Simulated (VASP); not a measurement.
# CaO in VASP: further runs

The runs below take CaO through single point, with PBE, r2SCAN.

Program: VASP 6.6.1. These are calculated values, not measurements. Logs are shortened: lines on timing, memory, paths and dates and some standing lists are left out, and cuts for length are marked.

## Step 1: The cell of the first run

The structure is trigonal, space group R-3m (No. 166). Conventional cell: a = 3.391 Å, b = 3.391 Å, c = 8.388 Å, α = 90.00°, β = 90.00°, γ = 120.00°. Ca (site symmetry -3m) has 6 O at 2.41 Å within 3.2 Å. Within 3.2 Å of O (site symmetry -3m) lie 6 Ca at 2.41 Å.

## Step 2: Single point, PBE (strain along [111] +1.0%)

The input, INCAR:

```
SYSTEM = CaO
PREC = Accurate ; ENCUT = 520
EDIFF = 1E-7 ; ISMEAR = 0
SIGMA = 0.01 ; LREAL = .FALSE.
LASPH = .TRUE. ; NELM = 100
ALGO = Normal ; ISIF = 2
LWAVE = .FALSE. ; LCHARG = .TRUE.
GGA = PE ; LELF = .TRUE.
LVHAR = .TRUE. ; NBANDS = 15
```

The input, KPOINTS:

```
regular mesh
0
G
  6 6 6
  0 0 0
```

The input, POSCAR:

```
CaO
1.0
    0.0159836674      2.4135337777      2.4135337777
    2.4135337777      0.0159836674      2.4135337777
    2.4135337777      2.4135337777      0.0159836674
Ca O
1 1
Direct
    0.0000000000      0.0000000000      0.0000000000
    0.5000000000      0.5000000000      0.5000000000
```

Potentials or basis: VASP PAW PBE potentials, release 64 (Ca_sv, O).

On the command line:

```console
$ cat potpaw_PBE.64/Ca_sv/POTCAR potpaw_PBE.64/O/POTCAR > POTCAR
$ mpirun -np 1 vasp_std > vasp.out
```

OUTCAR:

```text
SYSTEM = CaO
   PREC = Accurate
   ENCUT = 520
   EDIFF = 1E-7
   ISMEAR = 0
   LREAL = .FALSE.
   LASPH = .TRUE.
   NELM = 100
   ISIF = 2
   GGA = PE

 ion  position               nearest neighbor table
   1  0.000  0.000  0.000-   2 2.41   2 2.41   2 2.41   2 2.41   2 2.41   2 2.41
   2  0.500  0.500  0.500-   1 2.41   1 2.41   1 2.41   1 2.41   1 2.41   1 2.41

  LATTYP: Found a trigonal (rhomboedric) cell.
 ALAT       =     3.4132896258
 COS(alpha) =     0.5066114071

  Lattice vectors:

 A1 = (   0.0159836674,   2.4135337777,   2.4135337777)
 A2 = (   2.4135337777,   0.0159836674,   2.4135337777)
 A3 = (   2.4135337777,   2.4135337777,   0.0159836674)

Analysis of symmetry for initial positions (statically):
=====================================================================
 Subroutine PRICEL returns:
 Original cell was already a primitive cell.

 Routine SETGRP: Setting up the symmetry group for a
 trigonal (rhombohedral) supercell.

 Subroutine GETGRP returns: Found 12 space group operations
 (whereof 12 operations were pure point group operations)
 out of a pool of 12 trial point group operations.

The static configuration has the point symmetry D_3d.

Analysis of symmetry for dynamics (positions and initial velocities):
=====================================================================
 Subroutine PRICEL returns:
 Original cell was already a primitive cell.

 Routine SETGRP: Setting up the symmetry group for a
 trigonal (rhombohedral) supercell.

 Subroutine GETGRP returns: Found 12 space group operations
 (whereof 12 operations were pure point group operations)
 out of a pool of 12 trial point group operations.

The dynamic configuration has the point symmetry D_3d.

 Subroutine INISYM returns: Found 12 space group operations
 (whereof 12 operations are pure point group operations),
 and found     1 'primitive' translations

----------------------------------------------------------------------------------------

                                     Primitive cell

  volume of cell :      27.8391

  direct lattice vectors                    reciprocal lattice vectors
     0.015983667  2.413533778  2.413533778    -0.209234486  0.207857943  0.207857943
     2.413533778  0.015983667  2.413533778     0.207857943 -0.209234486  0.207857943
     2.413533778  2.413533778  0.015983667     0.207857943  0.207857943 -0.209234486

  length of vectors
     3.413289626  3.413289626  3.413289626     0.360817016  0.360817016  0.360817016

  position of ions in fractional coordinates (direct lattice)
     0.000000000  0.000000000  0.000000000
     0.500000000  0.500000000  0.500000000

  ion indices of the primitive-cell ions
   primitive index   ion index
                 1           1
                 2           2

----------------------------------------------------------------------------------------

 KPOINTS: regular mesh

Automatic generation of k-mesh.
 Grid dimensions read from file:
 generate k-points for:    6    6    6

 Generating k-lattice:

  Cartesian coordinates                     Fractional coordinates (reciprocal lattice)
    -0.034872414  0.034642991  0.034642991     0.166666667  0.000000000  0.000000000
     0.034642991 -0.034872414  0.034642991     0.000000000  0.166666667  0.000000000
     0.034642991  0.034642991 -0.034872414     0.000000000  0.000000000  0.166666667

  Length of vectors
     0.060136169  0.060136169  0.060136169

  Shift w.r.t. Gamma in fractional coordinates (k-lattice)
     0.000000000  0.000000000  0.000000000

 Subroutine IBZKPT returns following result:
 ===========================================

 Found     32 irreducible k-points:

 Following reciprocal coordinates:
            Coordinates               Weight
  0.000000  0.000000  0.000000      1.000000
  0.166667 -0.000000 -0.000000      6.000000
  0.333333  0.000000 -0.000000      6.000000
  0.500000 -0.000000 -0.000000      3.000000
  0.166667  0.166667  0.000000      6.000000
  0.333333  0.166667  0.000000     12.000000
[... 16 lines left out ...]
  0.500000  0.500000  0.166667      6.000000
 -0.333333  0.500000  0.166667     12.000000
 [... further k-points ...]
   k-points           NKPTS =     32   k-points in BZ     NKDIM =     32   number of bands    NBANDS=     15
   number of dos      NEDOS =    301   number of ions     NIONS =      2
   total plane-waves  NPLWV =  21952
   dimension x,y,z NGX =    28 NGY =   28 NGZ =   28
   dimension x,y,z NGXF=    56 NGYF=   56 NGZF=   56
   ions per type =               1   1
   NGX,Y,Z   is equivalent  to a cutoff of  13.64, 13.64, 13.64 a.u.
   NGXF,Y,Z  is equivalent  to a cutoff of  27.28, 27.28, 27.28 a.u.
 SYSTEM =  CaO
   PREC   = accura    normal or accurate (medium, high low for compatibility)
   ISTART =      0    job   : 0-new  1-cont  2-samecut
   ICHARG =      2    charge: 1-file 2-atom 10-const
   ISPIN  =      1    spin polarized calculation?
   LNONCOLLINEAR =      F non collinear calculations
   LSORBIT =      F    spin-orbit coupling
   LASPH  =      T    aspherical Exc in radial PAW
   ENCUT  =  520.0 eV  38.22 Ry    6.18 a.u.   6.35  6.35  6.35*2*pi/ulx,y,z
   NELM   =    100;   NELMIN=  2; NELMDL= -5     # of ELM steps
   EDIFF  = 0.1E-06   stopping-criterion for ELM
   LREAL  =      F    real-space projection
   EDIFFG = 0.1E-05   stopping-criterion for IOM
   NSW    =      0    number of steps for IOM
   IBRION =     -1    ionic relax: 0-MD 1-quasi-New 2-CG
   NFREE  =      0    steps in history (QN), initial steepest desc. (CG)
   ISIF   =      2    stress and relaxation
   ISYM   =      2    0-nonsym 1-usesym 2-fastsym
   POTIM  = 0.5000    time-step for ionic-motion
   TEBEG  =    0.0;   TEEND  =   0.0 temperature during run
   PSTRESS=    0.0 pullay stress
   NELECT =      16.0000    total number of electrons
   NUPDOWN=      -1.0000    fix difference up-down
   EMIN   =  10.00;   EMAX   =-10.00  energy-range for DOS
   EFERMI =   0.00;   METHOD = LEGACY
   ISMEAR =     0;   SIGMA  =   0.01  broadening in eV -4-tet -1-fermi 0-gaus
   EFERMI_NEDOS =   21; number of points for ismear=-14 and -15
   IALGO  =     38    algorithm
   IMIX   =      4    mixing-type and parameters
     AMIX     =   0.40;   BMIX     =  1.00
     AMIX_MAG =   1.60;   BMIX_MAG =  1.00
  volume/ion in A,a.u.               =      13.92        93.93
  Fermi-wavevector in a.u.,A,eV,Ry     =   1.361121  2.572145 25.206832  1.852650
  Thomas-Fermi vector in A             =   2.487724
   LORBIT       =      0    0 simple, 1 ext, 2 COOP (PROOUT), +10 PAW based schemes
   GGA     = PE    functional components
   LHFCALC =     F    Hartree Fock is set to
   AEXX    =    0.0000 exact exchange contribution
   IVDW    =     0    specifies the selected vdW correction
   LEPSILON=     F    determine dielectric tensor
   LRPA    =     F    only Hartree local field effects (RPA)
 non-spin polarized calculation
 Gauss-broadening in eV      SIGMA  =   0.01
  energy-cutoff  :      520.00
  volume of cell :       27.84
 maximum number of plane-waves:       760
 NGX is ok and might be reduce to    28
   NGX = 13   NGY = 13   NGZ = 13

 number of electron      15.9999998 magnetization

 Free energy of the ion-electron system (eV)
  ---------------------------------------------------
  ext. energy  EPLUGINS =         0.00000000
  ---------------------------------------------------
  free energy    TOTEN  =       -12.80129148 eV

  energy without entropy =      -12.80129148  energy(sigma->0) =      -12.80129148

 E-fermi :   2.4345     XC(G=0): -10.4615

 val. band max:        2.3452216700   @ k =   0.0000   0.0000   0.0000
 cond. band min:       5.9695739442   @ k =   0.5000   0.5000   0.0000
 fundamental gap:      3.6243522742
 Fermi energy:         2.4345052197

 k-point     1 :       0.0000    0.0000    0.0000
  band No.  band energies     occupation
      1     -35.3157      2.00000
      2     -16.0821      2.00000
      3     -16.0814      2.00000
      4     -16.0814      2.00000
      5     -13.1930      2.00000
      6       2.3114      2.00000
      7       2.3452      2.00000
      8       2.3452      2.00000
      9       7.0215      0.00000
     10       8.4883      0.00000
     11       8.5836      0.00000
     12       8.5836      0.00000
     13      10.0513      0.00000
     14      10.0513      0.00000
     15      17.3880      0.00000

 k-point     2 :       0.1667   -0.0000   -0.0000
  band No.  band energies     occupation
      1     -35.2902      2.00000
      2     -16.4225      2.00000
      3     -16.0960      2.00000
      4     -16.0949      2.00000
      5     -12.8342      2.00000
      6       1.4829      2.00000
      7       1.9616      2.00000
      8       1.9975      2.00000
      9       8.1230      0.00000
     10       8.5478      0.00000
     11       8.9612      0.00000
     12       9.0442      0.00000
     13      10.6736      0.00000
     14      10.6746      0.00000
     15      18.2447      0.00000

 k-point     3 :       0.3333    0.0000   -0.0000
  band No.  band energies     occupation
      1     -35.2388      2.00000
      2     -16.9584      2.00000
      3     -16.1249      2.00000
      4     -16.1206      2.00000
      5     -12.2584      2.00000
      6       0.2258      2.00000
      7       1.3628      2.00000
      8       1.4079      2.00000
      9       8.8605      0.00000
     10       9.9859      0.00000
     11      10.0892      0.00000
     12      10.1038      0.00000
     13      11.9559      0.00000
     14      11.9593      0.00000
     15      17.5325      0.00000

 k-point     4 :       0.5000   -0.0000   -0.0000
  band No.  band energies     occupation
      1     -35.2128      2.00000
      2     -17.1847      2.00000
      3     -16.1392      2.00000
      4     -16.1332      2.00000
      5     -12.0093      2.00000
      6      -0.2970      2.00000
      7       1.1016      2.00000
      8       1.1505      2.00000
      9       9.3732      0.00000
     10      10.6445      0.00000
     11      10.7274      0.00000
     12      10.8147      0.00000
     13      12.7328      0.00000
     14      12.7361      0.00000
     15      16.5300      0.00000
[... 307 lines left out ...]
 k-point    22 :      -0.1667    0.3333    0.1667
  band No.  band energies     occupation
      1     -35.2064      2.00000
      2     -16.8183      2.00000
      3     -16.3353      2.00000
      4     -16.2113      2.00000
      5     -12.4499      2.00000
      6       0.4973      2.00000
      7       1.3493      2.00000
      8       1.5935      2.00000
      9       7.7175      0.00000
     10       9.8880      0.00000
     11      10.8011      0.00000
     12      10.9947      0.00000
     13      12.0287      0.00000
     14      13.5681      0.00000
     15      17.5099      0.00000

 k-point    23 :       0.5000    0.5000    0.1667
  band No.  band energies     occupation
      1     -35.1923      2.00000
      2     -16.7058      2.00000
      3     -16.3987      2.00000
      4     -16.2620      2.00000
      5     -12.6877      2.00000
      6       0.8715      2.00000
      7       1.4786      2.00000
      8       1.7638      2.00000
      9       6.8157      0.00000
     10      10.4561      0.00000
     11      11.0652      0.00000
     12      11.4460      0.00000
     13      11.6174      0.00000
     14      13.9404      0.00000
     15      16.5363      0.00000

 k-point    24 :      -0.3333    0.5000    0.1667
  band No.  band energies     occupation
      1     -35.1831      2.00000
      2     -16.5872      2.00000
      3     -16.4573      2.00000
      4     -16.4010      2.00000
      5     -12.6643      2.00000
      6       1.1218      2.00000
      7       1.2631      2.00000
      8       1.5258      2.00000
      9       7.3516      0.00000
     10       9.9888      0.00000
     11      10.6491      0.00000
     12      11.8495      0.00000
     13      12.0124      0.00000
     14      15.2226      0.00000
     15      15.9502      0.00000

 [... further k-points ...]
[... 5 lines left out ...]
  --------------------------------------------------------------------------------------
  -------------------------------------------------------------------------------------
  Total        0.3335141      0.3335141      0.3335141     -0.0885324     -0.0885324     -0.0885324
  in kB       19.1942153     19.1942153     19.1942153     -5.0951656     -5.0951656     -5.0951656
  external PRESSURE =      19.1942153 kB  Pullay stress =       0.0000000 kB

 VOLUME and BASIS-vectors are now :
 -----------------------------------------------------------------------------
  energy-cutoff  :      520.00
  volume of cell :       27.84
      direct lattice vectors                 reciprocal lattice vectors
     0.015983667  2.413533778  2.413533778    -0.209234486  0.207857943  0.207857943
     2.413533778  0.015983667  2.413533778     0.207857943 -0.209234486  0.207857943
     2.413533778  2.413533778  0.015983667     0.207857943  0.207857943 -0.209234486

 POSITION                                       TOTAL-FORCE (eV/Angst)
 -----------------------------------------------------------------------------------
      0.00000      0.00000      0.00000         0.000000      0.000000      0.000000
      2.42153      2.42153      2.42153        -0.000000     -0.000000     -0.000000
 -----------------------------------------------------------------------------------
    total drift:                                0.000000      0.000000      0.000000

  FREE ENERGIE OF THE ION-ELECTRON SYSTEM (eV)
  ---------------------------------------------------
  free  energy   TOTEN  =       -12.8012914829 eV

  energy  without entropy=      -12.8012914829  energy(sigma->0) =      -12.80129148
```

It took 8.2 s on 1 thread of Intel Xeon 6975P-C (Granite Rapids), shared host; peak memory 0.16 GiB.

What came out:

| Quantity | Value |
| --- | --- |
| Free energy | -12.8013 eV |
| Pressure | 1.9 GPa |
| Band gap on the k mesh | 3.62 eV, indirect (least direct gap 4.00 eV) |

Levels at points of the mesh, in eV from the valence-band top:
```csv
k point,band 5,band 6,band 7,band 8,band 9,band 10,band 11,band 12
"(0.00, 0.00, 0.00)",-15.54,-0.03,0.00,0.00,4.68,6.14,6.24,6.24
"(0.50, 0.00, 0.00)",-14.35,-2.64,-1.24,-1.19,7.03,8.30,8.38,8.47
"(0.50, 0.50, 0.00)",-15.30,-1.31,-0.40,-0.37,3.62,8.01,8.86,9.50
"(0.50, 0.50, 0.50)",-14.35,-2.65,-1.17,-1.17,7.00,8.29,8.29,8.48
```

Caveat: the cell differs from its parent crystal (strain along [111] +1.0%). A k mesh can miss the band edges.

(Part 1 of 3 ends here.)
